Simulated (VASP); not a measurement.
# TiAl3 (Pm-3m) in VASP: vibrations by perturbation theory with PBE

Aim: the vibrations by perturbation theory of TiAl3 with PBE.

Everything below comes from runs of VASP 6.6.1. Logs are shortened: lines on timing, memory, paths and dates and some standing lists are left out, and cuts for length are marked.

## (1) The cell of the first run

The structure is cubic, space group Pm-3m (No. 221). The conventional cell has a = 3.982 Å, b = 3.982 Å, c = 3.982 Å, α = 90.00°, β = 90.00°, γ = 90.00°. Ti (site symmetry m-3m) has 12 Al at 2.82 Å within 3.7 Å. Within 3.7 Å of Al (site symmetry 4/mmm) lie 4 Ti at 2.82 Å and 8 Al at 2.82 Å.

## (2) Vibrations by perturbation theory, PBE

File INCAR:

```
  ALGO = Normal
  EDIFF = 1E-8
  ENCUT = 520
  GGA = PE
  IBRION = 8
  ISIF = 2
  ISMEAR = -1
  LASPH = T
  LCHARG = T
  LREAL = F
  LWAVE = F
  NBANDS = 18
  NELM = 80
  NSW = 1
  PREC = Accurate
  SIGMA = 0.15
```

File KPOINTS:

```
k-points
0
Gamma
  12 12 12
```

File POSCAR:

```
TiAl3
1.0
    3.9823716945      0.0000000000      0.0000000000
    0.0000000000      3.9823716945      0.0000000000
    0.0000000000      0.0000000000      3.9823716945
Ti Al
1 3
Direct
    0.0000000000      0.0000000000      0.0000000000
    0.5000000000      0.0000000000      0.5000000000
    0.0000000000      0.5000000000      0.5000000000
    0.5000000000      0.5000000000      0.0000000000
```

Potentials or basis: VASP PAW PBE potentials, release 64 (Ti_sv, Al).

Launch:

```sh
$ cat potpaw_PBE.64/Ti_sv/POTCAR potpaw_PBE.64/Al/POTCAR > POTCAR
$ mpirun -np 1 vasp_std > vasp.out
```

OUTCAR:

```text
EDIFF = 1E-8
   ENCUT = 520
   GGA = PE
   IBRION = 8
   ISIF = 2
   ISMEAR = -1
   LASPH = T
   LREAL = F
   NELM = 80
   NSW = 1
   PREC = Accurate

 ion  position               nearest neighbor table
   1  0.000  0.000  0.000-   2 2.82   3 2.82   4 2.82   2 2.82   3 2.82   3 2.82   4 2.82   3 2.82
                             2 2.82   4 2.82   2 2.82   4 2.82
   2  0.500  0.000  0.500-   1 2.82   3 2.82   4 2.82   1 2.82   4 2.82   3 2.82   4 2.82   4 2.82
                             1 2.82   3 2.82   1 2.82   3 2.82
   3  0.000  0.500  0.500-   1 2.82   2 2.82   4 2.82   1 2.82   4 2.82   1 2.82   2 2.82   1 2.82
                             2 2.82   4 2.82   4 2.82   2 2.82
   4  0.500  0.500  0.000-   1 2.82   2 2.82   3 2.82   2 2.82   3 2.82   1 2.82   2 2.82   2 2.82
                             1 2.82   3 2.82   3 2.82   1 2.82

  LATTYP: Found a simple cubic cell.
 ALAT       =     3.9823716945

  Lattice vectors:

 A1 = (   3.9823716945,   0.0000000000,   0.0000000000)
 A2 = (   0.0000000000,   3.9823716945,   0.0000000000)
 A3 = (   0.0000000000,   0.0000000000,   3.9823716945)

Analysis of symmetry for initial positions (statically):
=====================================================================
 Subroutine PRICEL returns:
 Original cell was already a primitive cell.

 Routine SETGRP: Setting up the symmetry group for a
 simple cubic supercell.

 Subroutine GETGRP returns: Found 48 space group operations
 (whereof 48 operations were pure point group operations)
 out of a pool of 48 trial point group operations.

The static configuration has the point symmetry O_h .

Analysis of symmetry for dynamics (positions and initial velocities):
=====================================================================
 Subroutine PRICEL returns:
 Original cell was already a primitive cell.

 Routine SETGRP: Setting up the symmetry group for a
 simple cubic supercell.

 Subroutine GETGRP returns: Found 48 space group operations
[... 709 lines left out ...]

[... ionic steps 5 to 6 ...]

--------------------------------------- Ionic step        7  -------------------------------------------

------------------------ aborting loop because EDIFF is reached ----------------------------------------

--------------------------------------- Ionic step        8  -------------------------------------------

 Free energy of the ion-electron system (eV)
  ---------------------------------------------------
  ---------------------------------------------------
  free energy    TOTEN  =        -0.00745201 eV

  energy without entropy =       -0.00745202

------------------------ aborting loop because EDIFF is reached ----------------------------------------

 INTERNAL STRAIN TENSOR  FOR ION    2  DIRECTION 2   (eV/Angst):
 -----------------------------------------------------------------------------
    -0.01051 -0.00000 -0.00000
    -0.00000  0.01783  0.00000
    -0.00000  0.00000 -0.01051

 INTERNAL STRAIN TENSOR FOR ION    4 for displacements in x,y,z  (eV/Angst):
          X           Y           Z          XY          YZ          ZX
  --------------------------------------------------------------------------------
  x     0.00000     0.00000     0.00000     0.00000     0.00000     0.00000
  y     0.00000     0.00000     0.00000     0.00000     0.00000     0.00000
  z     0.00000     0.00000     0.00000     0.00000     0.00000     0.00000

 SECOND DERIVATIVES (NOT SYMMETRIZED)
 ------------------------------------
               1X          1Y          1Z          2X          2Y          2Z          3X          3Y          3Z          4X          4Y          4Z
  1X    -8.684272    0.000000    0.000000    3.905117   -0.000000    0.000000    0.874039    0.000000   -0.000000    3.905117    0.000000    0.000000
  1Y     0.000000   -8.684272    0.000000    0.000000    0.874039   -0.000000   -0.000000    3.905117    0.000000    0.000000    3.905117    0.000000
  1Z     0.000000    0.000000   -8.684272    0.000000   -0.000000    3.905117   -0.000000    0.000000    3.905117    0.000000    0.000000    0.874039
  2X     3.894600    0.000000    0.000000   -6.961912    0.000000    0.000000    2.741165    0.000000    0.000000    0.326146    0.000000    0.000000
  2Y    -0.000000    0.861688    0.000000    0.000000   -6.341527    0.000000   -0.000000    2.739919    0.000000    0.000000    2.739919    0.000000
  2Z     0.000000    0.000000    3.894600    0.000000    0.000000   -6.961912    0.000000    0.000000    0.326146    0.000000    0.000000    2.741165
  3X     0.861688   -0.000000    0.000000    2.739919   -0.000000    0.000000   -6.341527    0.000000    0.000000    2.739919   -0.000000    0.000000
  3Y     0.000000    3.894600    0.000000    0.000000    2.741165    0.000000    0.000000   -6.961912    0.000000    0.000000    0.326146    0.000000
  3Z     0.000000    0.000000    3.894600    0.000000    0.000000    0.326146    0.000000    0.000000   -6.961912    0.000000    0.000000    2.741165
  4X     3.894600    0.000000    0.000000    0.326146    0.000000    0.000000    2.741165    0.000000    0.000000   -6.961912    0.000000    0.000000
  4Y     0.000000    3.894600    0.000000    0.000000    2.741165    0.000000    0.000000    0.326146    0.000000    0.000000   -6.961912    0.000000
  4Z    -0.000000   -0.000000    0.861688    0.000000   -0.000000    2.739919    0.000000    0.000000    2.739919   -0.000000   -0.000000   -6.341527

 Eigenvectors and eigenvalues of the dynamical matrix
 ----------------------------------------------------

   1 f  =   10.229021 THz    64.270834 2PiTHz  341.203413 cm-1    42.303813 meV
             X         Y         Z           dx          dy          dz
      0.000000  0.000000  0.000000    -0.364094   -0.206451   -0.000293
      1.991186  0.000000  1.991186     0.463142   -0.250482    0.000373
      0.000000  1.991186  1.991186    -0.441745    0.262615    0.000373
      1.991186  1.991186  0.000000     0.463142    0.262615   -0.000356
[... 71 lines left out ...]
  12 f/i=    0.008424 THz     0.052932 2PiTHz    0.281008 cm-1     0.034841 meV
             X         Y         Z           dx          dy          dz
      0.000000  0.000000  0.000000     0.041622    0.607404    0.001524
      1.991186  0.000000  1.991186     0.031302    0.457219    0.001146
      0.000000  1.991186  1.991186     0.031331    0.456800    0.001146
      1.991186  1.991186  0.000000     0.031302    0.456800    0.001147

--------------------------------------------------------------------------------------------------------

 ELASTIC MODULI CONTR FROM IONIC RELAXATION (kBar)
 Direction    XX          YY          ZZ          XY          YZ          ZX
 --------------------------------------------------------------------------------
 XX           0.0000      0.0000      0.0000      0.0000      0.0000      0.0000
 YY           0.0000      0.0000      0.0000      0.0000      0.0000      0.0000
 ZZ           0.0000      0.0000      0.0000      0.0000      0.0000      0.0000
 XY           0.0000      0.0000      0.0000      0.0000      0.0000      0.0000
 YZ           0.0000      0.0000      0.0000      0.0000      0.0000      0.0000
 ZX           0.0000      0.0000      0.0000      0.0000      0.0000      0.0000
 --------------------------------------------------------------------------------
```

OSZICAR:

```text
N       E                     dE             d eps       ncg     rms          rms(c)
DAV:   1     0.119506196534E+03    0.11951E+03   -0.91566E+03  3024   0.108E+03
DAV:   2    -0.140377267372E+02   -0.13354E+03   -0.13017E+03  3084   0.282E+02
DAV:   3    -0.224501991507E+02   -0.84125E+01   -0.82293E+01  4832   0.658E+01
DAV:   4    -0.226675553729E+02   -0.21736E+00   -0.21619E+00  3632   0.953E+00
[... 70 lines left out ...]
RMM:   9    -0.745200940516E-02   -0.14024E-06    0.58136E-08 17655   0.600E-04    0.346E-05
RMM:  10    -0.745197229057E-02    0.37115E-07    0.84941E-08 17324   0.261E-04    0.276E-05
RMM:  11    -0.745202845624E-02   -0.56166E-07    0.36053E-08 16923   0.143E-04    0.770E-06
RMM:  12    -0.745201258507E-02    0.15871E-07    0.26955E-08 17662   0.743E-05    0.896E-06
RMM:  13    -0.745201362888E-02   -0.10438E-08    0.52935E-09 17946   0.415E-05    0.460E-06
 Linear response finished
```

Run time: 19 min. Hardware: 1 thread of Intel Xeon Platinum 8488C (Sapphire Rapids), shared host; peak memory 0.82 GiB.

What came out:

```
Highest phonon frequency at Γ : 341 cm⁻¹
```

Phonon frequencies in cm⁻¹ (negative: imaginary):
```
              q point                                frequencies
(0.000, 0.000, 0.000)  0 0 0 252 252 252 271 271 271 341 341 341
```
